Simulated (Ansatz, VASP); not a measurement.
Given: the input of a run of Ansatz 0.2.0 on TiO2.

File input.yaml:

```yaml
crystal:
  lattice:
    - [2.6507933161, -2.6514016391, 0.0]
    - [2.6507933161, 2.6514016391, 0.0]
    - [-2.5797703845, 0.0, 4.6987189738]
  atoms:
    - { symbol: Ti, position: [0.86589, 0.13411, 0.75] }
    - { symbol: Ti, position: [0.13411, 0.86589, 0.25] }
    - { symbol: O, position: [0.088755, 0.331221, 0.167149] }
    - { symbol: O, position: [0.911245, 0.668779, 0.832851] }
    - { symbol: O, position: [0.668779, 0.911245, 0.332851] }
    - { symbol: O, position: [0.331221, 0.088755, 0.667149] }
kpoints:
  mp_grid: { grid: [8, 8, 6] }
scf:
  occupations: { method: fermi_dirac, width: 0.05 }
hamiltonian:
  xc: lda
  pseudopotentials: { kind: all_electron, lapw: { basis_error: 0.002 } }
output:
  forces: true
  stress: true
  eigenvalues: true
```

Potentials or basis: all-electron LAPW, scalar-relativistic.

Run with:

```sh
$ ansatz run input.yaml --threads 4 --pin off --max-ram 12288MiB --backend cpu --events-out ev --progress --plain --runs-dir out
```

Q: Translate it to VASP 6.6.1. Potentials there: VASP PAW LDA potentials, release 64 (Ti_sv, O).

A: As run (the cutoff follows the program's own potentials):

The input INCAR:

```
PREC = Accurate ; ENCUT = 520
EDIFF = 1E-7 ; ISMEAR = -1
SIGMA = 0.05 ; LREAL = F
LASPH = T ; NELM = 100
ALGO = Normal ; ISIF = 2
LWAVE = F ; LCHARG = F
GGA = CA ; NBANDS = 33
```

The input KPOINTS:

```
Automatic mesh
0
Gamma
  8 8 6
```

The input POSCAR:

```
TiO2
1.0
    2.6507933161     -2.6514016391      0.0000000000
    2.6507933161      2.6514016391      0.0000000000
   -2.5797703845      0.0000000000      4.6987189738
Ti O
2 4
Direct
    0.8658900000      0.1341100000      0.7500000000
    0.1341100000      0.8658900000      0.2500000000
    0.0887550000      0.3312210000      0.1671490000
    0.9112450000      0.6687790000      0.8328510000
    0.6687790000      0.9112450000      0.3328510000
    0.3312210000      0.0887550000      0.6671490000
```

Potentials or basis: VASP PAW LDA potentials, release 64 (Ti_sv, O).

Run with:

```sh
$ cat potpaw_LDA.64/Ti_sv/POTCAR potpaw_LDA.64/O/POTCAR > POTCAR
$ mpirun -np 1 vasp_std > vasp.out
```

Both were run:

|  | VASP | Ansatz | Ansatz less VASP |
| --- | --- | --- | --- |
| gap on the k mesh at the Fermi level (eV) | 2.08 | 2.10 | +0.022 |
| least direct gap on the mesh (eV) | 2.43 | 2.45 | +0.020 |
| pressure (GPa) | 1.2 | 0.2 | -1.06 |
| traceless stress, the component that is largest in VASP (GPa) | 0.62 | 0.59 | -0.030 |
| rms of the force components (eV/Å) | 0.058 | 0.045 | -0.0132 |

LDA's correlation is that of Perdew and Zunger in VASP and of Perdew and Wang (1992) in Ansatz. Atom by atom the forces differ by 0.018 eV/Å (rms over components). Ansatz ran all-electron here, and VASP with PAW potentials.
